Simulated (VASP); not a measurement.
Input of a VASP 6.6.1 run:

The input INCAR:

```
PREC     = Accurate       # precision mode
ENCUT    = 520            # plane-wave cutoff, eV
EDIFF    = 1E-6           # SCF threshold, eV
ISMEAR   = 0              # smearing method
SIGMA    = 0.1            # smearing width, eV
LREAL    = F              # projectors in reciprocal space
LASPH    = T              # aspherical terms in the spheres
NELM     = 80             # most SCF steps
ALGO     = Fast           # electronic algorithm
ISIF     = 2              # what is computed and relaxed
LWAVE    = F              # write WAVECAR
LCHARG   = F              # write CHGCAR
GGA      = PS             # functional
NBANDS   = 10             # bands
```

KPOINTS

```
regular mesh
0
Gamma
  15 15 15
```

POSCAR

```
Mg
1.0
    1.6682198786      0.9631471960      8.0650055095
   -1.6682198786      0.9631471960      8.0650055095
    0.0000000000     -1.9262943920      8.0650055095
Mg
3
Direct
    0.0000000000      0.0000000000      0.0000000000
    0.2219355900      0.2219355900      0.2219355900
    0.7780644100      0.7780644100      0.7780644100
```

Potentials or basis: VASP PAW PBE potentials, release 64 (Mg).

Run with:

```sh
$ cat potpaw_PBE.64/Mg/POTCAR > POTCAR
$ mpirun -np 1 vasp_std > vasp.out
```

**Question.** What does it give for the pressure?

**Answer.** -4.0 GPa.

**Question.** What does it give for the largest force?

**Answer.** 0.005 eV/Å.

**Question.** Predict the band gap on the k mesh.

**Answer.** Zero (bands 3 and 4 overlap by 2.03 eV).

Forces in eV/Å, atoms in the order of the input:
```
Mg   0.000  0.000  0.000
Mg   0.000  0.000  0.005
Mg   0.000  0.000 -0.005
```

Caveat: the cell differs from its parent crystal (strained); the cell stands under tension; the PAW data sets were made with another functional, which shifts forces and pressure a little.
